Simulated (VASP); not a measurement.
Here is a VASP 6.6.1 calculation.

POSCAR

```
Cl
1.0
    1.7441673315      1.7441673315      1.7441673315
   -1.7441673315      1.7441673315      1.7441673315
   -1.7441673315     -1.7441673315      1.7441673315
Cl
1
Direct
    0.0000000000      0.0000000000      0.0000000000
```

Contents of INCAR.step1:

```
SYSTEM = Cl
ALGO = Normal
EDIFF = 1E-4
ENCUT = 520
GGA = PE
ISMEAR = -1
LASPH = .TRUE.
LCHARG = .FALSE.
LREAL = .FALSE.
LWAVE = .TRUE.
NBANDS = 10
NELM = 80
PREC = Accurate
SIGMA = 0.05
```

File INCAR.step2:

```
SYSTEM = Cl
ALGO = Normal
EDIFF = 1E-7
ENCUT = 520
ISIF = 2
ISMEAR = -1
ISTART = 1
LASPH = .TRUE.
LCHARG = .FALSE.
LMIXTAU = .TRUE.
LREAL = .FALSE.
LWAVE = .FALSE.
METAGGA = R2SCAN
NBANDS = 10
NELM = 80
PREC = Accurate
SIGMA = 0.05
```

Contents of KPOINTS:

```
k-points
0
G
  9 9 9
  0 0 0
```

Potentials or basis: VASP PAW PBE potentials, release 64 (Cl).

Launch:

```console
$ cat potpaw_PBE.64/Cl/POTCAR > POTCAR
$ cp INCAR.step1 INCAR
$ mpirun -np 1 vasp_std > vasp.out
$ cp INCAR.step2 INCAR
$ mpirun -np 1 vasp_std > vasp.out
```

Task: What does it give for the pressure?

Result: -0.7 GPa.

Caveat: the PAW data sets were made with another functional, which shifts forces and pressure a little; an odd number of electrons without spin polarisation forces a metal; a magnetic or distorted state may lie lower.
